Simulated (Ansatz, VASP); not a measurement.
**NaAl: VASP beside Ansatz**

```xyz
4
Lattice="3.2079 0.0000 0.0000 -1.6040 2.7781 0.0000 0.0000 0.0000 10.4396" Properties=species:S:1:pos:R:3 pbc="T T T"
Na    0.0000    0.0000    0.0000
Na    0.0000    0.0000    5.2198
Al    0.0000    1.8521    2.6099
Al    1.6040    0.9260    7.8297
```

Change from the starting cell: species swapped into the CoTe type (P6_3/mmc, No. 194).

Alike in both runs: functional PBE; k mesh 6 × 6 × 4; occupations gaussian, width 0.1 eV; no spin polarisation.

Ansatz relaxed the structure, and its values are those at the end. VASP's run is a single point on that final structure, the one shown.

|  | VASP | Ansatz |
| --- | --- | --- |
| version | VASP 6.6.1 | Ansatz 0.2.0 |
| potentials or method | VASP PAW PBE potentials, release 64 (Na_pv, Al), cutoff 520 eV | scalar-relativistic, plane waves, PAW |
| valence electrons in the cell | 20 | 24 |

```tsv
	VASP	Ansatz	Ansatz less VASP
gap on the k mesh at the Fermi level (eV)	none	none	-
pressure (GPa)	-0.1	0.0	+0.09
```

A gap of «none» marks a metal or a gap that the smearing closes. VASP's potentials hold 20 valence electrons a cell and Ansatz's 24, so a difference there can come from the potentials and not from the codes.

The k mesh is coarse, so the values compare programs but aren't converged.
